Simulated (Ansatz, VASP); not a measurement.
# PbO: VASP beside Ansatz

INCAR

```
SYSTEM = PbO
PREC = Accurate
ENCUT = 520
EDIFF = 1E-8
ISMEAR = -1
SIGMA = 0.03
LREAL = .FALSE.
LASPH = .TRUE.
NELM = 60
ALGO = Normal
ISIF = 2
LWAVE = .FALSE.
LCHARG = .FALSE.
GGA = CA
LEFG = .TRUE.
NBANDS = 28
```

The input KPOINTS:

```
regular mesh
0
G
  7 7 6
  0 0 0
```

Contents of POSCAR:

```
PbO
1.0
    3.9477253708      0.0000000000      0.0000000000
    0.0000000000      3.9477253708      0.0000000000
    0.0000000000      0.0000000000      4.9882942864
Pb O
2 2
Direct
    0.0000000000      0.5000000000      0.2351000000
    0.5000000000      0.0000000000      0.7649000000
    0.0000000000      0.0000000000      0.0000000000
    0.5000000000      0.5000000000      0.0000000000
```

Input for Ansatz:

```yaml
crystal:
  lattice:
    - [3.9477253708, 0.0, 0.0]
    - [0.0, 3.9477253708, 0.0]
    - [0.0, 0.0, 4.9882942864]
  atoms:
    - { symbol: Pb, position: [0.0, 0.5, 0.2351] }
    - { symbol: Pb, position: [0.5, 0.0, 0.7649] }
    - { symbol: O, position: [0.0, 0.0, 0.0] }
    - { symbol: O, position: [0.5, 0.5, 0.0] }
kpoints:
  mp_grid: { grid: [7, 7, 6] }
scf:
  occupations: { method: fermi_dirac, width: 0.03 }
hamiltonian:
  xc: lda
  pseudopotentials: { kind: paw }
output:
  forces: true
  stress: true
  eigenvalues: true
  efg: { contact_densities: true }
  write_density: true
  write_potential: true
  elf: true
  volumetric_format: npy
```

Change from the starting cell: volume scaled by 0.98, PAW files.

Alike in both runs: task electric field gradients; functional LDA; k mesh 7 × 7 × 6; occupations fermi-dirac, width 0.03 eV; no spin polarisation.

|  | VASP | Ansatz |
| --- | --- | --- |
| version | VASP 6.6.1 | Ansatz 0.2.0 |
| potentials or method | VASP PAW LDA potentials, release 64 (Pb_d, O) | PAW with Ansatz's default frozen-core files, scalar-relativistic |
| plane-wave cutoff (eV) | 520 | 420 |
| valence electrons in the cell | 40 | 40 |

VASP gave:

- gap on the k mesh at the Fermi level (eV): 1.41
- pressure (GPa): 0.1
- traceless stress, the component that is largest in VASP (GPa): 0.10
- rms of the force components (eV/Å): 0.077
- size of Vzz on the site where it differs most (V/Å²): 232.3

Q: What did Ansatz give for the same quantities?

A: gap on the k mesh at the Fermi level (eV): 1.44; pressure (GPa): -0.1; traceless stress, the component that is largest in VASP (GPa): 0.11; rms of the force components (eV/Å): 0.045; size of Vzz on the site where it differs most (V/Å²): 223.3.

LDA's correlation is that of Perdew and Zunger in VASP and of Perdew and Wang (1992) in Ansatz. Atom by atom the forces differ by 0.032 eV/Å (rms over components).

Neither program's run includes spin-orbit coupling.
